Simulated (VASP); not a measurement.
# Tl (Fd-3m) in VASP: further runs

Runs on Tl. Level: LDA. Tasks: single point.

Everything below comes from runs of VASP 6.6.1. Logs are shortened: lines on timing, memory, paths and dates and some standing lists are left out, and cuts for length are marked.

## (1) The cell of the first run

Symmetry: Fd-3m, No. 227, cubic system. The conventional cell has a = 6.739 Å, b = 6.739 Å, c = 6.739 Å, α = 90.00°, β = 90.00°, γ = 90.00°. Within 3.8 Å of Tl (site symmetry -43m) lie 4 Tl at 2.92 Å.

## (2) Single point, LDA

INCAR

```
ALGO = Normal
EDIFF = 1E-6
ENCUT = 520
ISIF = 2
ISMEAR = -1
LASPH = True
LCHARG = False
LREAL = False
LWAVE = False
NBANDS = 20
NELM = 60
PREC = Accurate
SIGMA = 0.05
```

KPOINTS

```
k-points
0
Gamma
  11 11 11
```

POSCAR

```
Tl
1.0
    0.0000000000      3.3697060896      3.3697060896
    3.3697060896      0.0000000000      3.3697060896
    3.3697060896      3.3697060896      0.0000000000
Tl
2
Direct
   -0.1250000000     -0.1250000000     -0.1250000000
    0.1250000000      0.1250000000      0.1250000000
```

Potentials or basis: VASP PAW LDA potentials, release 64 (Tl_d).

Launch:

```console
$ cat potpaw_LDA.64/Tl_d/POTCAR > POTCAR
$ mpirun -np 1 vasp_std > vasp.out
```

OUTCAR:

```text
EDIFF = 1E-6
   ENCUT = 520
   ISIF = 2
   ISMEAR = -1
   LASPH = True
   LREAL = False
   NELM = 60
   PREC = Accurate

 ion  position               nearest neighbor table
   1  0.875  0.875  0.875-   2 2.92   2 2.92   2 2.92   2 2.92
   2  0.125  0.125  0.125-   1 2.92   1 2.92   1 2.92   1 2.92

  LATTYP: Found a face centered cubic cell.
 ALAT       =     6.7394121792

  Lattice vectors:

 A1 = (   0.0000000000,   3.3697060896,   3.3697060896)
 A2 = (   3.3697060896,   0.0000000000,   3.3697060896)
 A3 = (   3.3697060896,   3.3697060896,   0.0000000000)

Analysis of symmetry for initial positions (statically):
=====================================================================
 Subroutine PRICEL returns:
 Original cell was already a primitive cell.

 Routine SETGRP: Setting up the symmetry group for a
 face centered cubic supercell.

 Subroutine GETGRP returns: Found 48 space group operations
 (whereof 12 operations were pure point group operations)
 out of a pool of 48 trial point group operations.

The static configuration has the point symmetry D_3d.
 The point group associated with its full space group is O_h .

Analysis of symmetry for dynamics (positions and initial velocities):
=====================================================================
 Subroutine PRICEL returns:
 Original cell was already a primitive cell.

 Routine SETGRP: Setting up the symmetry group for a
 face centered cubic supercell.

 Subroutine GETGRP returns: Found 48 space group operations
 (whereof 12 operations were pure point group operations)
 out of a pool of 48 trial point group operations.

The dynamic configuration has the point symmetry D_3d.
 The point group associated with its full space group is O_h .

 Subroutine INISYM returns: Found 48 space group operations
 (whereof 12 operations are pure point group operations),
 and found     1 'primitive' translations

----------------------------------------------------------------------------------------

                                     Primitive cell

  volume of cell :      76.5255

  direct lattice vectors                    reciprocal lattice vectors
     0.000000000  3.369706090  3.369706090    -0.148380893  0.148380893  0.148380893
     3.369706090  0.000000000  3.369706090     0.148380893 -0.148380893  0.148380893
     3.369706090  3.369706090  0.000000000     0.148380893  0.148380893 -0.148380893

  length of vectors
     4.765484053  4.765484053  4.765484053     0.257003246  0.257003246  0.257003246

  position of ions in fractional coordinates (direct lattice)
     0.875000000  0.875000000  0.875000000
     0.125000000  0.125000000  0.125000000

  ion indices of the primitive-cell ions
   primitive index   ion index
                 1           1
                 2           2

----------------------------------------------------------------------------------------

 KPOINTS: k-points

Automatic generation of k-mesh.
 Grid dimensions read from file:
 generate k-points for:   11   11   11

 Generating k-lattice:

  Cartesian coordinates                     Fractional coordinates (reciprocal lattice)
    -0.013489172  0.013489172  0.013489172     0.090909091  0.000000000  0.000000000
     0.013489172 -0.013489172  0.013489172     0.000000000  0.090909091  0.000000000
     0.013489172  0.013489172 -0.013489172     0.000000000  0.000000000  0.090909091

  Length of vectors
     0.023363931  0.023363931  0.023363931

  Shift w.r.t. Gamma in fractional coordinates (k-lattice)
     0.000000000  0.000000000  0.000000000

 Subroutine IBZKPT returns following result:
 ===========================================

 Found     56 irreducible k-points:

 Following reciprocal coordinates:
            Coordinates               Weight
  0.000000  0.000000  0.000000      1.000000
  0.090909  0.000000  0.000000      8.000000
  0.181818  0.000000  0.000000      8.000000
  0.272727  0.000000  0.000000      8.000000
  0.363636  0.000000  0.000000      8.000000
  0.454545  0.000000  0.000000      8.000000
[... 16 lines left out ...]
 -0.272727  0.181818  0.000000     24.000000
 -0.181818  0.181818  0.000000     12.000000
 [... further k-points ...]
   k-points           NKPTS =     56   k-points in BZ     NKDIM =     56   number of bands    NBANDS=     20
   number of dos      NEDOS =    301   number of ions     NIONS =      2
   total plane-waves  NPLWV =  46656
   dimension x,y,z NGX =    36 NGY =   36 NGZ =   36
   dimension x,y,z NGXF=    72 NGYF=   72 NGZF=   72
   ions per type =               2
   NGX,Y,Z   is equivalent  to a cutoff of  12.56, 12.56, 12.56 a.u.
   NGXF,Y,Z  is equivalent  to a cutoff of  25.12, 25.12, 25.12 a.u.
 SYSTEM =  unknown system
   PREC   = accura    normal or accurate (medium, high low for compatibility)
   ISTART =      0    job   : 0-new  1-cont  2-samecut
   ICHARG =      2    charge: 1-file 2-atom 10-const
   ISPIN  =      1    spin polarized calculation?
   LNONCOLLINEAR =      F non collinear calculations
   LSORBIT =      F    spin-orbit coupling
   LASPH  =      T    aspherical Exc in radial PAW
   ENCUT  =  520.0 eV  38.22 Ry    6.18 a.u.   8.86  8.86  8.86*2*pi/ulx,y,z
   NELM   =     60;   NELMIN=  2; NELMDL= -5     # of ELM steps
   EDIFF  = 0.1E-05   stopping-criterion for ELM
   LREAL  =      F    real-space projection
   EDIFFG = 0.1E-04   stopping-criterion for IOM
   NSW    =      0    number of steps for IOM
   IBRION =     -1    ionic relax: 0-MD 1-quasi-New 2-CG
   NFREE  =      0    steps in history (QN), initial steepest desc. (CG)
   ISIF   =      2    stress and relaxation
   ISYM   =      2    0-nonsym 1-usesym 2-fastsym
   POTIM  = 0.5000    time-step for ionic-motion
   TEBEG  =    0.0;   TEEND  =   0.0 temperature during run
   PSTRESS=    0.0 pullay stress
   NELECT =      26.0000    total number of electrons
   NUPDOWN=      -1.0000    fix difference up-down
   EMIN   =  10.00;   EMAX   =-10.00  energy-range for DOS
   EFERMI =   0.00;   METHOD = LEGACY
   ISMEAR =    -1;   SIGMA  =   0.05  broadening in eV -4-tet -1-fermi 0-gaus
   EFERMI_NEDOS =   21; number of points for ismear=-14 and -15
   IALGO  =     38    algorithm
   IMIX   =      4    mixing-type and parameters
     AMIX     =   0.40;   BMIX     =  1.00
     AMIX_MAG =   1.60;   BMIX_MAG =  1.00
  volume/ion in A,a.u.               =      38.26       258.21
  Fermi-wavevector in a.u.,A,eV,Ry     =   1.142345  2.158719 17.754949  1.304952
  Thomas-Fermi vector in A             =   2.279043
   LORBIT       =      0    0 simple, 1 ext, 2 COOP (PROOUT), +10 PAW based schemes
   GGA     = CA    functional components
   LHFCALC =     F    Hartree Fock is set to
   AEXX    =    0.0000 exact exchange contribution
   IVDW    =     0    specifies the selected vdW correction
   LEPSILON=     F    determine dielectric tensor
   LRPA    =     F    only Hartree local field effects (RPA)
 non-spin polarized calculation
  energy-cutoff  :      520.00
  volume of cell :       76.53
 maximum number of plane-waves:      2085
   NGX = 17   NGY = 17   NGZ = 17

 number of electron      26.0000005 magnetization

 Free energy of the ion-electron system (eV)
  ---------------------------------------------------
  ext. energy  EPLUGINS =         0.00000000
  ---------------------------------------------------
  free energy    TOTEN  =        -4.97679782 eV

  energy without entropy =       -4.96392231  energy(sigma->0) =       -4.97036007

 E-fermi :   3.4675     XC(G=0):  -8.8592

 val. band max:        3.4529035499   @ k =   0.3636   0.1818   0.0000
 cond. band min:       3.4721068104   @ k =   0.3636   0.1818   0.0909
 fundamental gap:      0.0192032605
 Fermi energy:         3.4674529953

 k-point     1 :       0.0000    0.0000    0.0000
  band No.  band energies     occupation
      1      -8.4785      2.00000
      2      -8.4785      2.00000
      3      -8.4785      2.00000
      4      -8.3799      2.00000
      5      -8.3799      2.00000
      6      -7.6612      2.00000
[... 12 lines left out ...]
     19       8.7392      0.00000
     20      12.4133      0.00000

 k-point     2 :       0.0909    0.0000    0.0000
  band No.  band energies     occupation
      1      -8.4973      2.00000
      2      -8.4973      2.00000
      3      -8.4775      2.00000
      4      -8.3536      2.00000
      5      -8.3536      2.00000
      6      -7.6796      2.00000
[... 12 lines left out ...]
     19       9.5305      0.00000
     20      12.0464      0.00000

 k-point     3 :       0.1818    0.0000    0.0000
  band No.  band energies     occupation
      1      -8.5245      2.00000
      2      -8.5245      2.00000
      3      -8.4748      2.00000
      4      -8.3076      2.00000
      5      -8.3076      2.00000
      6      -7.7259      2.00000
[... 12 lines left out ...]
     19      10.4688      0.00000
     20      11.9268      0.00000

 k-point     4 :       0.2727    0.0000    0.0000
  band No.  band energies     occupation
      1      -8.5419      2.00000
      2      -8.5419      2.00000
      3      -8.4714      2.00000
      4      -8.2698      2.00000
      5      -8.2698      2.00000
      6      -7.7813      2.00000
[... 12 lines left out ...]
     19      10.2895      0.00000
     20      12.0917      0.00000

 k-point     5 :       0.3636    0.0000    0.0000
  band No.  band energies     occupation
      1      -8.5488      2.00000
      2      -8.5488      2.00000
      3      -8.4682      2.00000
      4      -8.2495      2.00000
      5      -8.2495      2.00000
      6      -7.8285      2.00000
[... 12 lines left out ...]
     19      11.0866      0.00000
     20      12.6803      0.00000
[... 353 lines left out ...]
      6      -7.9755      2.00000
[... 12 lines left out ...]
     19      12.2097      0.00000
     20      12.6655      0.00000

 k-point    22 :      -0.3636    0.1818    0.0000
  band No.  band energies     occupation
      1      -8.6083      2.00000
      2      -8.5787      2.00000
      3      -8.3924      2.00000
      4      -8.2142      2.00000
      5      -8.1445      2.00000
      6      -7.9390      2.00000
[... 12 lines left out ...]
     19      11.9108      0.00000
     20      12.4167      0.00000

 k-point    23 :      -0.2727    0.1818    0.0000
  band No.  band energies     occupation
      1      -8.5859      2.00000
      2      -8.5819      2.00000
      3      -8.4072      2.00000
      4      -8.2528      2.00000
      5      -8.1545      2.00000
      6      -7.8921      2.00000
[... 12 lines left out ...]
     19      11.6829      0.00000
     20      12.1431      0.00000

 k-point    24 :      -0.1818    0.1818    0.0000
  band No.  band energies     occupation
      1      -8.5737      2.00000
      2      -8.5531      2.00000
      3      -8.4412      2.00000
      4      -8.2808      2.00000
      5      -8.1982      2.00000
      6      -7.8411      2.00000
[... 12 lines left out ...]
     19      11.3841      0.00000
     20      12.0223      0.00000

 [... further k-points ...]
[... 5 lines left out ...]
  --------------------------------------------------------------------------------------
  -------------------------------------------------------------------------------------
  Total        0.0030204      0.0030204      0.0030204     -0.0000000      0.0000000      0.0000000
  in kB        0.0632373      0.0632373      0.0632373     -0.0000000      0.0000000      0.0000000
  external PRESSURE =       0.0632373 kB  Pullay stress =       0.0000000 kB

 VOLUME and BASIS-vectors are now :
 -----------------------------------------------------------------------------
  energy-cutoff  :      520.00
  volume of cell :       76.53
      direct lattice vectors                 reciprocal lattice vectors
     0.000000000  3.369706090  3.369706090    -0.148380893  0.148380893  0.148380893
     3.369706090  0.000000000  3.369706090     0.148380893 -0.148380893  0.148380893
     3.369706090  3.369706090  0.000000000     0.148380893  0.148380893 -0.148380893

 POSITION                                       TOTAL-FORCE (eV/Angst)
 -----------------------------------------------------------------------------------
      5.89699      5.89699      5.89699        -0.000000      0.000000      0.000000
      0.84243      0.84243      0.84243         0.000000     -0.000000     -0.000000
 -----------------------------------------------------------------------------------
    total drift:                                0.000000      0.000000      0.000000

  FREE ENERGIE OF THE ION-ELECTRON SYSTEM (eV)
  ---------------------------------------------------
  free  energy   TOTEN  =        -4.9767978192 eV

  energy  without entropy=       -4.9639223143  energy(sigma->0) =       -4.97036007
```

It took 19 s on 1 thread of Intel Xeon 6975P-C (Granite Rapids), shared host; peak memory 0.2 GiB.

Results:

- Free energy: -4.9768 eV
- Pressure: 0.0 GPa
- Band gap on the k mesh: zero (band 13 reaches 6.11 eV, above the bottom of band 14 at 2.73 eV)

Levels at points of the mesh, in eV from the Fermi level:
```tsv
k point	band 9	band 10	band 11	band 12	band 13	band 14	band 15	band 16	band 17	band 18
(0.00, 0.00, 0.00)	-11.00	-11.00	-9.27	-0.29	2.65	2.65	2.65	4.32	4.32	4.32
```

Caveat: spin-orbit coupling is left out, which moves the levels of the heavy elements.

(Continued in part 2 of 2.)
